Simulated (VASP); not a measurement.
# ZnSe (kscan) (F-43m) in VASP: a series of runs

The runs below take ZnSe (kscan) through single point, with r2SCAN.

Everything below comes from runs of VASP 6.6.1. Logs are shortened: lines on timing, memory, paths and dates and some standing lists are left out, and cuts for length are marked.

## Step 1: The cell of the first run

The structure is cubic, space group F-43m (No. 216). Conventional cell: a = 5.665 Å, b = 5.665 Å, c = 5.665 Å, α = 90.00°, β = 90.00°, γ = 90.00°. Zn (site symmetry -43m) has 4 Se at 2.45 Å within 3.2 Å. Within 3.2 Å of Se (site symmetry -43m) lie 4 Zn at 2.45 Å.

## Step 2: Single point, r2SCAN

Contents of POSCAR:

```
ZnSe
1.0
    0.0000000000      2.8324425400      2.8324425400
    2.8324425400      0.0000000000      2.8324425400
    2.8324425400      2.8324425400      0.0000000000
Zn Se
1 1
Direct
    0.0000000000      0.0000000000      0.0000000000
    0.2500000000      0.2500000000      0.2500000000
```

Contents of INCAR.step1:

```
SYSTEM = ZnSe
PREC = Accurate ; ENCUT = 520
ISMEAR = 0 ; SIGMA = 0.1
LREAL = .False. ; LASPH = .True.
NELM = 100 ; NBANDS = 16
GGA = PE ; ALGO = Normal
EDIFF = 1E-4 ; LWAVE = .True.
LCHARG = .False.
```

Contents of INCAR.step2:

```
SYSTEM = ZnSe
PREC = Accurate ; ENCUT = 520
EDIFF = 1E-7 ; ISMEAR = 0
SIGMA = 0.1 ; LREAL = .False.
LASPH = .True. ; NELM = 100
ALGO = Normal ; ISIF = 2
LWAVE = .False. ; LCHARG = .False.
METAGGA = R2SCAN ; LMIXTAU = .True.
NBANDS = 16 ; ISTART = 1
```

Contents of KPOINTS:

```
regular mesh
0
Gamma
  6 6 6
  0 0 0
```

Potentials or basis: VASP PAW PBE potentials, release 64 (Zn, Se).

On the command line:

```sh
$ cat potpaw_PBE.64/Zn/POTCAR potpaw_PBE.64/Se/POTCAR > POTCAR
$ cp INCAR.step1 INCAR
$ mpirun -np 1 vasp_std > vasp.out
$ cp INCAR.step2 INCAR
$ mpirun -np 1 vasp_std > vasp.out
```

OUTCAR:

```text
SYSTEM = ZnSe
   PREC = Accurate
   ENCUT = 520
   EDIFF = 1E-7
   ISMEAR = 0
   LREAL = .False.
   LASPH = .True.
   NELM = 100
   ISIF = 2
   METAGGA = R2SCAN
   ISTART = 1

 ion  position               nearest neighbor table
   1  0.000  0.000  0.000-   2 2.45   2 2.45   2 2.45   2 2.45
   2  0.250  0.250  0.250-   1 2.45   1 2.45   1 2.45   1 2.45

  LATTYP: Found a face centered cubic cell.
 ALAT       =     5.6648850800

  Lattice vectors:

 A1 = (   0.0000000000,   2.8324425400,   2.8324425400)
 A2 = (   2.8324425400,   0.0000000000,   2.8324425400)
 A3 = (   2.8324425400,   2.8324425400,   0.0000000000)

Analysis of symmetry for initial positions (statically):
=====================================================================
 Subroutine PRICEL returns:
 Original cell was already a primitive cell.

 Routine SETGRP: Setting up the symmetry group for a
 face centered cubic supercell.

 Subroutine GETGRP returns: Found 24 space group operations
 (whereof 24 operations were pure point group operations)
 out of a pool of 48 trial point group operations.

The static configuration has the point symmetry T_d .

Analysis of symmetry for dynamics (positions and initial velocities):
=====================================================================
 Subroutine PRICEL returns:
 Original cell was already a primitive cell.

 Routine SETGRP: Setting up the symmetry group for a
 face centered cubic supercell.

 Subroutine GETGRP returns: Found 24 space group operations
 (whereof 24 operations were pure point group operations)
 out of a pool of 48 trial point group operations.

The dynamic configuration has the point symmetry T_d .

 Subroutine INISYM returns: Found 24 space group operations
 (whereof 24 operations are pure point group operations),
 and found     1 'primitive' translations

----------------------------------------------------------------------------------------

                                     Primitive cell

  volume of cell :      45.4478

  direct lattice vectors                    reciprocal lattice vectors
     0.000000000  2.832442540  2.832442540    -0.176526088  0.176526088  0.176526088
     2.832442540  0.000000000  2.832442540     0.176526088 -0.176526088  0.176526088
     2.832442540  2.832442540  0.000000000     0.176526088  0.176526088 -0.176526088

  length of vectors
     4.005678655  4.005678655  4.005678655     0.305752153  0.305752153  0.305752153

  position of ions in fractional coordinates (direct lattice)
     0.000000000  0.000000000  0.000000000
     0.250000000  0.250000000  0.250000000

  ion indices of the primitive-cell ions
   primitive index   ion index
                 1           1
                 2           2

----------------------------------------------------------------------------------------

 KPOINTS: regular mesh

Automatic generation of k-mesh.
 Grid dimensions read from file:
 generate k-points for:    6    6    6

 Generating k-lattice:

  Cartesian coordinates                     Fractional coordinates (reciprocal lattice)
    -0.029421015  0.029421015  0.029421015     0.166666667  0.000000000  0.000000000
     0.029421015 -0.029421015  0.029421015     0.000000000  0.166666667  0.000000000
     0.029421015  0.029421015 -0.029421015     0.000000000  0.000000000  0.166666667

  Length of vectors
     0.050958692  0.050958692  0.050958692

  Shift w.r.t. Gamma in fractional coordinates (k-lattice)
     0.000000000  0.000000000  0.000000000

 Subroutine IBZKPT returns following result:
 ===========================================

 Found     16 irreducible k-points:

 Following reciprocal coordinates:
            Coordinates               Weight
  0.000000  0.000000  0.000000      1.000000
  0.166667  0.000000  0.000000      8.000000
  0.333333  0.000000  0.000000      8.000000
  0.500000  0.000000  0.000000      4.000000
  0.166667  0.166667  0.000000      6.000000
  0.333333  0.166667  0.000000     24.000000
[... 8 lines left out ...]
 -0.333333  0.333333  0.166667     24.000000
 -0.333333  0.500000  0.166667     12.000000
   k-points           NKPTS =     16   k-points in BZ     NKDIM =     16   number of bands    NBANDS=     16
   number of dos      NEDOS =    301   number of ions     NIONS =      2
   total plane-waves  NPLWV =  27000
   dimension x,y,z NGX =    30 NGY =   30 NGZ =   30
   dimension x,y,z NGXF=    60 NGYF=   60 NGZF=   60
   ions per type =               1   1
   NGX,Y,Z   is equivalent  to a cutoff of  12.45, 12.45, 12.45 a.u.
   NGXF,Y,Z  is equivalent  to a cutoff of  24.90, 24.90, 24.90 a.u.
 SYSTEM =  ZnSe
   PREC   = accura    normal or accurate (medium, high low for compatibility)
   ISTART =      1    job   : 0-new  1-cont  2-samecut
   ICHARG =      0    charge: 1-file 2-atom 10-const
   ISPIN  =      1    spin polarized calculation?
   LNONCOLLINEAR =      F non collinear calculations
   LSORBIT =      F    spin-orbit coupling
   LASPH  =      T    aspherical Exc in radial PAW
   ENCUT  =  520.0 eV  38.22 Ry    6.18 a.u.   7.45  7.45  7.45*2*pi/ulx,y,z
   NELM   =    100;   NELMIN=  2; NELMDL=  0     # of ELM steps
   EDIFF  = 0.1E-06   stopping-criterion for ELM
   LREAL  =      F    real-space projection
   EDIFFG = 0.1E-05   stopping-criterion for IOM
   NSW    =      0    number of steps for IOM
   IBRION =     -1    ionic relax: 0-MD 1-quasi-New 2-CG
   NFREE  =      0    steps in history (QN), initial steepest desc. (CG)
   ISIF   =      2    stress and relaxation
   ISYM   =      2    0-nonsym 1-usesym 2-fastsym
   POTIM  = 0.5000    time-step for ionic-motion
   TEBEG  =    0.0;   TEEND  =   0.0 temperature during run
   PSTRESS=    0.0 pullay stress
   NELECT =      18.0000    total number of electrons
   NUPDOWN=      -1.0000    fix difference up-down
   EMIN   =  10.00;   EMAX   =-10.00  energy-range for DOS
   EFERMI =   0.00;   METHOD = LEGACY
   ISMEAR =     0;   SIGMA  =   0.10  broadening in eV -4-tet -1-fermi 0-gaus
   EFERMI_NEDOS =   21; number of points for ismear=-14 and -15
   IALGO  =     38    algorithm
   IMIX   =      4    mixing-type and parameters
     AMIX     =   0.40;   BMIX     =  1.00
     AMIX_MAG =   1.60;   BMIX_MAG =  1.00
  volume/ion in A,a.u.               =      22.72       153.35
  Fermi-wavevector in a.u.,A,eV,Ry     =   1.202249  2.271922 19.665909  1.445404
  Thomas-Fermi vector in A             =   2.338036
   LORBIT       =      0    0 simple, 1 ext, 2 COOP (PROOUT), +10 PAW based schemes
   METAGGA = R2SCAN    functional components
   LHFCALC =     F    Hartree Fock is set to
   AEXX    =    0.0000 exact exchange contribution
   IVDW    =     0    specifies the selected vdW correction
   LEPSILON=     F    determine dielectric tensor
   LRPA    =     F    only Hartree local field effects (RPA)
 non-spin polarized calculation
 Gauss-broadening in eV      SIGMA  =   0.10
  energy-cutoff  :      520.00
  volume of cell :       45.45
 maximum number of plane-waves:      1243
 NGX is ok and might be reduce to    30
   NGX = 15   NGY = 15   NGZ = 15

 number of electron      18.0000011 magnetization

 Free energy of the ion-electron system (eV)
  ---------------------------------------------------
  ext. energy  EPLUGINS =         0.00000000
  ---------------------------------------------------
  free energy    TOTEN  =       -24.90526085 eV

  energy without entropy =      -24.90526085  energy(sigma->0) =      -24.90526085

 E-fermi :   1.7707     XC(G=0):  -9.9259

 val. band max:        1.3131611132   @ k =   0.0000   0.0000   0.0000
 cond. band min:       3.1854175410   @ k =   0.0000   0.0000   0.0000
 fundamental gap:      1.8722564278
 Fermi energy:         1.7706952413

 k-point     1 :       0.0000    0.0000    0.0000
  band No.  band energies     occupation
      1     -12.4093      2.00000
      2      -5.3882      2.00000
      3      -5.3882      2.00000
      4      -5.3882      2.00000
      5      -4.9799      2.00000
      6      -4.9799      2.00000
[... 8 lines left out ...]
     15      13.3426      0.00000
     16      13.3426      0.00000

 k-point     2 :       0.1667    0.0000    0.0000
  band No.  band energies     occupation
      1     -12.2285      2.00000
      2      -5.3678      2.00000
      3      -5.3600      2.00000
      4      -5.3600      2.00000
      5      -4.9816      2.00000
      6      -4.9815      2.00000
[... 8 lines left out ...]
     15      12.3267      0.00000
     16      12.9989      0.00000

 k-point     3 :       0.3333    0.0000    0.0000
  band No.  band energies     occupation
      1     -11.8229      2.00000
      2      -5.3113      2.00000
      3      -5.3112      2.00000
      4      -5.2006      2.00000
      5      -4.9738      2.00000
      6      -4.9737      2.00000
[... 8 lines left out ...]
     15      12.9742      0.00000
     16      12.9743      0.00000

 k-point     4 :       0.5000    0.0000    0.0000
  band No.  band energies     occupation
      1     -11.5915      2.00000
      2      -5.2926      2.00000
      3      -5.2925      2.00000
      4      -4.9624      2.00000
      5      -4.9623      2.00000
      6      -4.8237      2.00000
[... 8 lines left out ...]
     15      15.1332      0.00000
     16      15.1333      0.00000
[... 172 lines left out ...]
 k-point    14 :       0.5000    0.3333    0.1667
  band No.  band energies     occupation
      1     -11.5409      2.00000
      2      -5.2831      2.00000
      3      -5.2371      2.00000
      4      -5.1262      2.00000
      5      -4.9631      2.00000
      6      -4.9170      2.00000
[... 8 lines left out ...]
     15      14.9677      0.00000
     16      16.4066      0.00000

 k-point    15 :      -0.3333    0.3333    0.1667
  band No.  band energies     occupation
      1     -11.3827      2.00000
      2      -5.2622      2.00000
      3      -5.2069      2.00000
      4      -5.0203      2.00000
      5      -4.9873      2.00000
      6      -4.7373      2.00000
[... 8 lines left out ...]
     15      15.1531      0.00000
     16      16.0786      0.00000

 k-point    16 :      -0.3333    0.5000    0.1667
  band No.  band energies     occupation
      1     -11.3092      2.00000
      2      -5.2716      2.00000
      3      -5.1554      2.00000
      4      -5.0730      2.00000
      5      -4.9656      2.00000
      6      -4.7081      2.00000
[... 8 lines left out ...]
     15      15.7742      0.00000
     16      16.3097      0.00000

------------------------ aborting loop because EDIFF is reached ----------------------------------------

  FORCE on cell =-STRESS in cart. coord.  units (eV):
  Direction    XX          YY          ZZ          XY          YZ          ZX
  --------------------------------------------------------------------------------------
  -------------------------------------------------------------------------------------
  Total        0.0389909      0.0389909      0.0389909      0.0000000      0.0000000     -0.0000000
  in kB        1.3745495      1.3745495      1.3745495      0.0000000      0.0000000     -0.0000000
  external PRESSURE =       1.3745495 kB  Pullay stress =       0.0000000 kB

 VOLUME and BASIS-vectors are now :
 -----------------------------------------------------------------------------
  energy-cutoff  :      520.00
  volume of cell :       45.45
      direct lattice vectors                 reciprocal lattice vectors
     0.000000000  2.832442540  2.832442540    -0.176526088  0.176526088  0.176526088
     2.832442540  0.000000000  2.832442540     0.176526088 -0.176526088  0.176526088
     2.832442540  2.832442540  0.000000000     0.176526088  0.176526088 -0.176526088

 POSITION                                       TOTAL-FORCE (eV/Angst)
 -----------------------------------------------------------------------------------
      0.00000      0.00000      0.00000        -0.000000     -0.000000     -0.000000
      1.41622      1.41622      1.41622         0.000000      0.000000      0.000000
 -----------------------------------------------------------------------------------
    total drift:                                0.000022      0.000022      0.000022

  FREE ENERGIE OF THE ION-ELECTRON SYSTEM (eV)
  ---------------------------------------------------
  free  energy   TOTEN  =       -24.9052608539 eV

  energy  without entropy=      -24.9052608539  energy(sigma->0) =      -24.90526085
```

Wall time 33 s (1 thread of Intel Xeon 6975P-C (Granite Rapids), shared host); peak memory 0.17 GiB.

Results:

```
Free energy            : -24.9053 eV
Pressure               : 0.1 GPa
Band gap on the k mesh : 1.87 eV, direct
```

Caveat: the PAW data sets were made with another functional, which shifts forces and pressure a little. r2SCAN opens gaps a little over a GGA but as a rule still falls short of measured ones.

## Step 3: Single point, r2SCAN

Contents of POSCAR:

```
ZnSe
1.0
    0.0000000000      2.8328889249      2.8328889249
    2.8328889249      0.0000000000      2.8328889249
    2.8328889249      2.8328889249      0.0000000000
Zn Se
1 1
Direct
    0.0000000000      0.0000000000      0.0000000000
    0.2500000000      0.2500000000      0.2500000000
```

Contents of INCAR.step1:

```
PREC = Accurate
ENCUT = 520
ISMEAR = 0
SIGMA = 0.02
LREAL = False
LASPH = True
NELM = 80
NBANDS = 16
GGA = PE
ALGO = Normal
EDIFF = 1E-4
LWAVE = True
LCHARG = False
```

Contents of INCAR.step2:

```
PREC = Accurate
ENCUT = 520
EDIFF = 1E-7
ISMEAR = 0
SIGMA = 0.02
LREAL = False
LASPH = True
NELM = 80
ALGO = Normal
ISIF = 2
LWAVE = False
LCHARG = False
METAGGA = R2SCAN
LMIXTAU = True
NBANDS = 16
ISTART = 1
```

Contents of KPOINTS:

```
regular mesh
0
Gamma
  8 8 8
```

Potentials or basis: VASP PAW PBE potentials, release 64 (Zn, Se).

On the command line:

```sh
$ cat potpaw_PBE.64/Zn/POTCAR potpaw_PBE.64/Se/POTCAR > POTCAR
$ cp INCAR.step1 INCAR
$ mpirun -np 1 vasp_std > vasp.out
$ cp INCAR.step2 INCAR
$ mpirun -np 1 vasp_std > vasp.out
```

Run time: 50 s. Hardware: 1 thread of Intel Xeon 6975P-C (Granite Rapids), shared host; peak memory 0.18 GiB.

Results (log left out):

```yaml
Free_energy: -24.9092 eV
Pressure: 0.1 GPa
Band_gap_on_the_k_mesh: 1.87 eV, direct
```

Levels at points of the mesh, in eV from the valence-band top:
```tsv
k point	band 6	band 7	band 8	band 9	band 10	band 11	band 12	band 13
(0.00, 0.00, 0.00)	-6.29	0.00	0.00	0.00	1.87	6.32	6.32	6.32
(0.50, 0.00, 0.00)	-6.13	-5.31	-0.88	-0.88	3.05	6.87	6.87	9.08
(0.50, 0.50, 0.00)	-6.11	-4.80	-2.24	-2.24	3.33	3.87	11.52	12.07
```

Caveat: the PAW data sets were made with another functional, which shifts forces and pressure a little. r2SCAN opens gaps a little over a GGA but as a rule still falls short of measured ones.
